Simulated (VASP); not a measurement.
# CuI2 (CdI2 type) (P-3m1) in VASP: notebook

CuI2 (CdI2 type) is run at these levels: PBE; tasks: density of states, electric field gradients.

Everything below comes from runs of VASP 6.6.1. Logs are shortened: lines on timing, memory, paths and dates and some standing lists are left out, and cuts for length are marked.

## Step 1: The cell of the first run

Symmetry: P-3m1, No. 164, trigonal system. Conventional cell: a = 3.947 Å, b = 3.947 Å, c = 7.625 Å, α = 90.00°, β = 90.00°, γ = 120.00°. Cu (site symmetry -3m) has 6 I at 2.78 Å within 3.7 Å. Within 3.7 Å of I (site symmetry 3m) lie 3 Cu at 2.78 Å.

## Step 2: Density of states, PBE

File POSCAR:

```
CuI2
1.0
    3.9469821396      0.0000000000      0.0000000000
   -1.9734910698      3.4181868012      0.0000000000
    0.0000000000      0.0000000000      7.6252784363
Cu I
1 2
Direct
    0.0000000000      0.0000000000      0.0000000000
    0.3333333333      0.6666666667      0.2095637805
    0.6666666667      0.3333333333      0.7904362195
```

File INCAR.step1:

```
SYSTEM = CuI2
ALGO = Normal
EDIFF = 1E-6
ENCUT = 520
GGA = PE
ISIF = 2
ISMEAR = -1
LASPH = .True.
LCHARG = .True.
LMAXMIX = 4
LREAL = .False.
LWAVE = .False.
NBANDS = 20
NELM = 100
PREC = Accurate
SIGMA = 0.08
```

File KPOINTS.step1:

```
k-points
0
Gamma
  13 13 7
  0 0 0
```

File INCAR.step2:

```
SYSTEM = CuI2
ALGO = Normal
EDIFF = 1E-6
ENCUT = 520
GGA = PE
ICHARG = 11
ISIF = 2
ISMEAR = -5
LASPH = .True.
LCHARG = .False.
LMAXMIX = 4
LORBIT = 11
LREAL = .False.
LWAVE = .False.
NBANDS = 20
NEDOS = 1001
NELM = 100
PREC = Accurate
SIGMA = 0.08
```

File KPOINTS.step2:

```
k-points
0
Gamma
  20 20 11
  0 0 0
```

Potentials or basis: VASP PAW PBE potentials, release 64 (Cu, I).

The run is started by

```
$ cat potpaw_PBE.64/Cu/POTCAR potpaw_PBE.64/I/POTCAR > POTCAR
$ cp INCAR.step1 INCAR
$ cp KPOINTS.step1 KPOINTS
$ mpirun -np 1 vasp_std > vasp.out
$ cp INCAR.step2 INCAR
$ cp KPOINTS.step2 KPOINTS
$ mpirun -np 1 vasp_std > vasp.out
```

OUTCAR:

```text
SYSTEM = CuI2
   EDIFF = 1E-6
   ENCUT = 520
   GGA = PE
   ICHARG = 11
   ISIF = 2
   ISMEAR = -5
   LASPH = .True.
   LORBIT = 11
   LREAL = .False.
   NELM = 100
   PREC = Accurate

 ion  position               nearest neighbor table
   1  0.000  0.000  0.000-   2 2.78   3 2.78   3 2.78   2 2.78   3 2.78   2 2.78
   2  0.333  0.667  0.210-   1 2.78   1 2.78   1 2.78
   3  0.667  0.333  0.790-   1 2.78   1 2.78   1 2.78

  LATTYP: Found a hexagonal cell.
 ALAT       =     3.9469821396
 C/A-ratio  =     1.9319262582

  Lattice vectors:

 A1 = (   3.9469821396,   0.0000000000,   0.0000000000)
 A2 = (  -1.9734910698,   3.4181868012,   0.0000000000)
 A3 = (   0.0000000000,   0.0000000000,   7.6252784363)

Analysis of symmetry for initial positions (statically):
=====================================================================
 Subroutine PRICEL returns:
 Original cell was already a primitive cell.

 Routine SETGRP: Setting up the symmetry group for a
 hexagonal supercell.

 Subroutine GETGRP returns: Found 12 space group operations
 (whereof 12 operations were pure point group operations)
 out of a pool of 24 trial point group operations.

The static configuration has the point symmetry D_3d.

Analysis of symmetry for dynamics (positions and initial velocities):
=====================================================================
 Subroutine PRICEL returns:
 Original cell was already a primitive cell.

 Routine SETGRP: Setting up the symmetry group for a
 hexagonal supercell.

 Subroutine GETGRP returns: Found 12 space group operations
 (whereof 12 operations were pure point group operations)
 out of a pool of 24 trial point group operations.

The dynamic configuration has the point symmetry D_3d.

 Subroutine INISYM returns: Found 12 space group operations
 (whereof 12 operations are pure point group operations),
 and found     1 'primitive' translations

----------------------------------------------------------------------------------------

                                     Primitive cell

  volume of cell :     102.8766

  direct lattice vectors                    reciprocal lattice vectors
     3.946982140  0.000000000  0.000000000     0.253358126  0.146276383  0.000000000
    -1.973491070  3.418186801  0.000000000     0.000000000  0.292552765  0.000000000
     0.000000000  0.000000000  7.625278436     0.000000000  0.000000000  0.131142752

  length of vectors
     3.946982140  3.946982140  7.625278436     0.292552765  0.292552765  0.131142752

  position of ions in fractional coordinates (direct lattice)
     0.000000000  0.000000000  0.000000000
     0.333333333  0.666666667  0.209563780
     0.666666667  0.333333333  0.790436220

  ion indices of the primitive-cell ions
   primitive index   ion index
                 1           1
                 2           2
                 3           3

----------------------------------------------------------------------------------------

 KPOINTS: k-points

Automatic generation of k-mesh.
 Grid dimensions read from file:
 generate k-points for:   20   20   11

 Generating k-lattice:

  Cartesian coordinates                     Fractional coordinates (reciprocal lattice)
     0.012667906  0.007313819  0.000000000     0.050000000  0.000000000  0.000000000
     0.000000000  0.014627638  0.000000000     0.000000000  0.050000000  0.000000000
     0.000000000  0.000000000  0.011922068     0.000000000  0.000000000  0.090909091

  Length of vectors
     0.014627638  0.014627638  0.011922068

  Shift w.r.t. Gamma in fractional coordinates (k-lattice)
     0.000000000  0.000000000  0.000000000

 TETIRR: Found   6506 inequivalent tetrahedra from    26400

 Subroutine IBZKPT returns following result:
 ===========================================

 Found    429 irreducible k-points:

 Following reciprocal coordinates:
            Coordinates               Weight
  0.000000  0.000000  0.000000      1.000000
  0.050000  0.000000  0.000000      6.000000
  0.100000  0.000000  0.000000      6.000000
  0.150000  0.000000  0.000000      6.000000
  0.200000  0.000000  0.000000      6.000000
  0.250000  0.000000  0.000000      6.000000
[... 16 lines left out ...]
  0.200000  0.100000  0.000000     12.000000
  0.250000  0.100000  0.000000     12.000000
 [... further k-points ...]
   k-points           NKPTS =    429   k-points in BZ     NKDIM =    429   number of bands    NBANDS=     20
   number of dos      NEDOS =   1001   number of ions     NIONS =      3
   total plane-waves  NPLWV =  54000
   dimension x,y,z NGX =    30 NGY =   30 NGZ =   60
   dimension x,y,z NGXF=    60 NGYF=   60 NGZF=  120
   ions per type =               1   2
   NGX,Y,Z   is equivalent  to a cutoff of  12.64, 12.64, 13.08 a.u.
   NGXF,Y,Z  is equivalent  to a cutoff of  25.27, 25.27, 26.16 a.u.
 SYSTEM =  CuI2
   PREC   = accura    normal or accurate (medium, high low for compatibility)
   ISTART =      0    job   : 0-new  1-cont  2-samecut
   ICHARG =     11    charge: 1-file 2-atom 10-const
   ISPIN  =      1    spin polarized calculation?
   LNONCOLLINEAR =      F non collinear calculations
   LSORBIT =      F    spin-orbit coupling
   LASPH  =      T    aspherical Exc in radial PAW
   ENCUT  =  520.0 eV  38.22 Ry    6.18 a.u.   7.34  7.34 14.18*2*pi/ulx,y,z
   NELM   =    100;   NELMIN=  2; NELMDL=  0     # of ELM steps
   EDIFF  = 0.1E-05   stopping-criterion for ELM
   LREAL  =      F    real-space projection
   EDIFFG = 0.1E-04   stopping-criterion for IOM
   NSW    =      0    number of steps for IOM
   IBRION =     -1    ionic relax: 0-MD 1-quasi-New 2-CG
   NFREE  =      0    steps in history (QN), initial steepest desc. (CG)
   ISIF   =      2    stress and relaxation
   ISYM   =      2    0-nonsym 1-usesym 2-fastsym
   POTIM  = 0.5000    time-step for ionic-motion
   TEBEG  =    0.0;   TEEND  =   0.0 temperature during run
   PSTRESS=    0.0 pullay stress
   NELECT =      25.0000    total number of electrons
   NUPDOWN=      -1.0000    fix difference up-down
   EMIN   =  10.00;   EMAX   =-10.00  energy-range for DOS
   EFERMI =   0.00;   METHOD = LEGACY
   ISMEAR =    -5;   SIGMA  =   0.08  broadening in eV -4-tet -1-fermi 0-gaus
   EFERMI_NEDOS =   21; number of points for ismear=-14 and -15
   IALGO  =     38    algorithm
   IMIX   =      4    mixing-type and parameters
     AMIX     =   0.40;   BMIX     =  1.00
     AMIX_MAG =   1.60;   BMIX_MAG =  1.00
  volume/ion in A,a.u.               =      34.29       231.42
  Fermi-wavevector in a.u.,A,eV,Ry     =   1.021604  1.930552 14.200059  1.043675
  Thomas-Fermi vector in A             =   2.155238
   LORBIT       =     11    0 simple, 1 ext, 2 COOP (PROOUT), +10 PAW based schemes
   GGA     = PE    functional components
   LHFCALC =     F    Hartree Fock is set to
   AEXX    =    0.0000 exact exchange contribution
   IVDW    =     0    specifies the selected vdW correction
   LEPSILON=     F    determine dielectric tensor
   LRPA    =     F    only Hartree local field effects (RPA)
 non-spin polarized calculation
 Fermi weights with tetrahedron method with Bloechl corrections
  energy-cutoff  :      520.00
  volume of cell :      102.88
 maximum number of plane-waves:      2824
 NGX is ok and might be reduce to    30

 number of electron      24.9999998 magnetization

 Free energy of the ion-electron system (eV)
  ---------------------------------------------------
  ext. energy  EPLUGINS =         0.00000000
  ---------------------------------------------------
  free energy    TOTEN  =        -6.88856509 eV

  energy without entropy =       -6.88856509  energy(sigma->0) =       -6.88856509

 E-fermi :   2.8151     XC(G=0):  -8.2578

 val. band max:        2.8158343697   @ k =   0.2500   0.1000   0.0909
 cond. band min:       2.8042874675   @ k =   0.1500   0.1000   0.1818
 fundamental gap:     -0.0115469022
 Fermi energy:         2.8150797895

 k-point     1 :       0.0000    0.0000    0.0000
  band No.  band energies     occupation
      1     -10.2404      2.00000
      2      -9.4983      2.00000
      3      -1.5636      2.00000
      4       0.0358      2.00000
      5       0.0358      2.00000
      6       0.8353      2.00000
[... 12 lines left out ...]
     19      11.9345      0.00000
     20      11.9578      0.00000

 k-point     2 :       0.0500    0.0000    0.0000
  band No.  band energies     occupation
      1     -10.2230      2.00000
      2      -9.4878      2.00000
      3      -1.5432      2.00000
      4       0.0087      2.00000
      5       0.0383      2.00000
      6       0.8226      2.00000
[... 12 lines left out ...]
     19      11.6468      0.00000
     20      11.9938      0.00000

 k-point     3 :       0.1000    0.0000    0.0000
  band No.  band energies     occupation
      1     -10.1713      2.00000
      2      -9.4570      2.00000
      3      -1.4836      2.00000
      4      -0.0682      2.00000
      5       0.0452      2.00000
      6       0.7645      2.00000
[... 12 lines left out ...]
     19      11.1656      0.00000
     20      11.9580      0.00000

 k-point     4 :       0.1500    0.0000    0.0000
  band No.  band energies     occupation
      1     -10.0880      2.00000
      2      -9.4088      2.00000
      3      -1.3916      2.00000
      4      -0.1852      2.00000
      5       0.0549      2.00000
      6       0.5881      2.00000
[... 429 lines left out ...]
 k-point    23 :       0.2000    0.1000    0.0000
  band No.  band energies     occupation
      1      -9.8040      2.00000
      2      -9.2593      2.00000
      3      -1.1826      2.00000
      4      -0.5306      2.00000
      5      -0.1181      2.00000
      6       0.0864      2.00000
[... 12 lines left out ...]
     19      10.7524      0.00000
     20      11.4056      0.00000

 k-point    24 :       0.2500    0.1000    0.0000
  band No.  band energies     occupation
      1      -9.6647      2.00000
      2      -9.1974      2.00000
      3      -1.2599      2.00000
      4      -0.6923      2.00000
      5      -0.2322      2.00000
      6       0.0471      2.00000
[... 12 lines left out ...]
     19      10.9280      0.00000
     20      11.4470      0.00000

 [... further k-points ...]
[... 5 lines left out ...]
  --------------------------------------------------------------------------------------
  -------------------------------------------------------------------------------------
  Total        0.9240343      0.9240343      0.7177347      0.0000000      0.0000000      0.0000000
  in kB       14.3907032     14.3907032     11.1778392      0.0000000      0.0000000      0.0000000
  external PRESSURE =      13.3197486 kB  Pullay stress =       0.0000000 kB

 VOLUME and BASIS-vectors are now :
 -----------------------------------------------------------------------------
  energy-cutoff  :      520.00
  volume of cell :      102.88
      direct lattice vectors                 reciprocal lattice vectors
     3.946982140  0.000000000  0.000000000     0.253358126  0.146276383  0.000000000
    -1.973491070  3.418186801  0.000000000     0.000000000  0.292552765  0.000000000
     0.000000000  0.000000000  7.625278436     0.000000000  0.000000000  0.131142752

 POSITION                                       TOTAL-FORCE (eV/Angst)
 -----------------------------------------------------------------------------------
      0.00000      0.00000      0.00000        -0.000000      0.000000      0.000000
     -0.00000      2.27879      1.59798         0.000000     -0.000000      0.007339
      1.97349      1.13940      6.02730        -0.000000      0.000000     -0.007339
 -----------------------------------------------------------------------------------
    total drift:                               -0.000000      0.000000     -0.000000

  FREE ENERGIE OF THE ION-ELECTRON SYSTEM (eV)
  ---------------------------------------------------
  free  energy   TOTEN  =        -6.8885650866 eV

  energy  without entropy=       -6.8885650866  energy(sigma->0) =       -6.88856509

 total charge

# of ion       s       p       d       tot
------------------------------------------
    1        0.313   0.256   9.216   9.785
    2        1.521   2.705   0.026   4.252
    3        1.521   2.705   0.026   4.252
--------------------------------------------------
tot          3.356   5.666   9.267  18.289
```

Wall time 8.8 min (1 thread of Intel Xeon Platinum 8488C (Sapphire Rapids), shared host); peak memory 0.87 GiB.

Results:

```yaml
Valence_electrons_inside_the_program's_atomic_spheres: Cu 9.79; I 4.25
```

Levels at points of the mesh, in eV from the Fermi level:
```csv
k point,band 8,band 9,band 10,band 11,band 12,band 13,band 14,band 15,band 16,band 17
"(0.00, 0.00, 0.00)",-1.80,-1.02,-0.40,-0.40,0.37,0.37,3.48,4.85,6.65,6.65
"(0.50, 0.00, 0.00)",-1.98,-1.85,-1.83,-1.75,-0.17,0.12,2.96,5.17,5.91,7.08
```

Caveat: spin-orbit coupling is left out, which moves the levels of the heavy elements; this functional lacks dispersion, which binds the layers, so the pressure and a relaxed spacing across them are unreliable; an odd number of electrons without spin polarisation forces a metal; a magnetic or distorted state may lie lower; semilocal functionals often make such compounds metallic where correlation or magnetic order opens a gap, which also shifts bond lengths; tetrahedron occupations give inexact forces and stress in metals.

[end of part 1 of 2]
